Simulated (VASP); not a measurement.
# KCl (Pm-3m) in VASP: further runs, part 2 of 2

VASP 6.6.1. Earlier steps stand in the parts before.

**3. Single point, PBE**

This run uses another cell than the first one, of 28.19 Å³/atom.

The input, INCAR:

```
SYSTEM = KCl
ALGO = Normal ; EDIFF = 1E-6
ENCUT = 520 ; GGA = PE
ISIF = 2 ; ISMEAR = 0
LASPH = .TRUE. ; LCHARG = .FALSE.
LREAL = .FALSE. ; LWAVE = .FALSE.
NBANDS = 15 ; NELM = 100
PREC = Accurate ; SIGMA = 0.01
```

The input, KPOINTS:

```
k-points
0
G
  6 6 6
  0 0 0
```

The input, POSCAR:

```
KCl
1.0
    3.8344708598      0.0000000000      0.0000000000
    0.0000000000      3.8344708598      0.0000000000
    0.0000000000      0.0000000000      3.8344708598
K Cl
1 1
Direct
    0.0000000000      0.0000000000      0.0000000000
    0.5000000000      0.5000000000      0.5000000000
```

Potentials or basis: VASP PAW PBE potentials, release 64 (K_sv, Cl).

The run is started by

```bash
> cat potpaw_PBE.64/K_sv/POTCAR potpaw_PBE.64/Cl/POTCAR > POTCAR
> mpirun -np 1 vasp_std > vasp.out
```

OUTCAR:

```text
SYSTEM = KCl
   EDIFF = 1E-6
   ENCUT = 520
   GGA = PE
   ISIF = 2
   ISMEAR = 0
   LASPH = .TRUE.
   LREAL = .FALSE.
   NELM = 100
   PREC = Accurate

 ion  position               nearest neighbor table
   1  0.000  0.000  0.000-
   2  0.500  0.500  0.500-

  LATTYP: Found a simple cubic cell.
 ALAT       =     3.8344708598

  Lattice vectors:

 A1 = (   3.8344708598,   0.0000000000,   0.0000000000)
 A2 = (   0.0000000000,   3.8344708598,   0.0000000000)
 A3 = (   0.0000000000,   0.0000000000,   3.8344708598)

Analysis of symmetry for initial positions (statically):
=====================================================================
 Subroutine PRICEL returns:
 Original cell was already a primitive cell.

 Routine SETGRP: Setting up the symmetry group for a
 simple cubic supercell.

 Subroutine GETGRP returns: Found 48 space group operations
 (whereof 48 operations were pure point group operations)
 out of a pool of 48 trial point group operations.

The static configuration has the point symmetry O_h .
[... 166 lines left out ...]
      1     -28.8719      2.00000
      2     -13.3882      2.00000
      3     -12.2577      2.00000
      4     -12.2577      2.00000
      5     -12.2577      2.00000
      6      -1.0186      2.00000
      7      -1.0186      2.00000
      8      -1.0186      2.00000
      9       3.9970      0.00000
     10       5.7512      0.00000
     11       5.7512      0.00000
     12       9.8345      0.00000
     13       9.8345      0.00000
     14       9.8345      0.00000
[... 329 lines left out ...]
      2     -12.9855      2.00000
      3     -12.4274      2.00000
      4     -12.4274      2.00000
      5     -12.4274      2.00000
      6      -2.1293      2.00000
      7      -2.1293      2.00000
      8      -2.1293      2.00000
      9       8.0027      0.00000
     10       8.0027      0.00000
     11       8.0027      0.00000
     12       9.0830      0.00000
     13       9.0830      0.00000
     14       9.0830      0.00000
     15      11.4323      0.00000

------------------------ aborting loop because EDIFF is reached ----------------------------------------

  FORCE on cell =-STRESS in cart. coord.  units (eV):
  Direction    XX          YY          ZZ          XY          YZ          ZX
  --------------------------------------------------------------------------------------
  -------------------------------------------------------------------------------------
  Total        0.0086043      0.0086043      0.0086043      0.0000000      0.0000000     -0.0000000
  in kB        0.2445174      0.2445174      0.2445174      0.0000000      0.0000000     -0.0000000
  external PRESSURE =       0.2445174 kB  Pullay stress =       0.0000000 kB

 VOLUME and BASIS-vectors are now :
 -----------------------------------------------------------------------------
  energy-cutoff  :      520.00
  volume of cell :       56.38
      direct lattice vectors                 reciprocal lattice vectors
     3.834470860  0.000000000  0.000000000     0.260792176  0.000000000  0.000000000
     0.000000000  3.834470860  0.000000000     0.000000000  0.260792176  0.000000000
     0.000000000  0.000000000  3.834470860     0.000000000  0.000000000  0.260792176

 POSITION                                       TOTAL-FORCE (eV/Angst)
 -----------------------------------------------------------------------------------
      0.00000      0.00000      0.00000         0.000000      0.000000      0.000000
      1.91724      1.91724      1.91724         0.000000      0.000000      0.000000
 -----------------------------------------------------------------------------------
    total drift:                                0.000000      0.000000     -0.000000

  FREE ENERGIE OF THE ION-ELECTRON SYSTEM (eV)
  ---------------------------------------------------
  free  energy   TOTEN  =        -6.6552406633 eV

  energy  without entropy=       -6.6552406633  energy(sigma->0) =       -6.65524066
```

OSZICAR:

```text
N       E                     dE             d eps       ncg     rms          rms(c)
DAV:   1     0.104465185887E+03    0.10447E+03   -0.71317E+03   600   0.963E+02
DAV:   2    -0.986008812222E+00   -0.10545E+03   -0.96146E+02   784   0.241E+02
DAV:   3    -0.678700867524E+01   -0.58010E+01   -0.57715E+01   803   0.509E+01
DAV:   4    -0.696895759730E+01   -0.18195E+00   -0.18191E+00   932   0.845E+00
DAV:   5    -0.697023706424E+01   -0.12795E-02   -0.12795E-02   824   0.797E-01    0.292E+00
DAV:   6    -0.668739322762E+01    0.28284E+00   -0.30714E-01   754   0.318E+00    0.241E+00
DAV:   7    -0.665306840913E+01    0.34325E-01   -0.90934E-02   754   0.194E+00    0.147E+00
DAV:   8    -0.665496846423E+01   -0.19001E-02   -0.17268E-02   849   0.101E+00    0.224E-01
DAV:   9    -0.665496964020E+01   -0.11760E-05   -0.81495E-04   782   0.197E-01    0.112E-01
DAV:  10    -0.665524431063E+01   -0.27467E-03   -0.37869E-04   663   0.153E-01    0.293E-02
DAV:  11    -0.665523920407E+01    0.51066E-05   -0.17694E-05   847   0.310E-02    0.102E-02
DAV:  12    -0.665524068776E+01   -0.14837E-05   -0.11817E-06   664   0.860E-03    0.182E-03
DAV:  13    -0.665524066329E+01    0.24475E-07   -0.73369E-08   482   0.231E-03
   1 F= -.66552407E+01 E0= -.66552407E+01  d E =-.536166E-14
```

Wall time 16 s (1 thread of AMD EPYC 7R13 (Zen 3), shared host); peak memory 0.14 GiB.

Results:

| Property | Result |
| --- | --- |
| Free energy | -6.6552 eV |
| Pressure | 0.0 GPa |
| Band gap on the k mesh | 4.81 eV (least direct gap 5.02 eV) |

Caveat: the structure was generated, so it needn't be the stable form of KCl. A k mesh can miss the band edges.
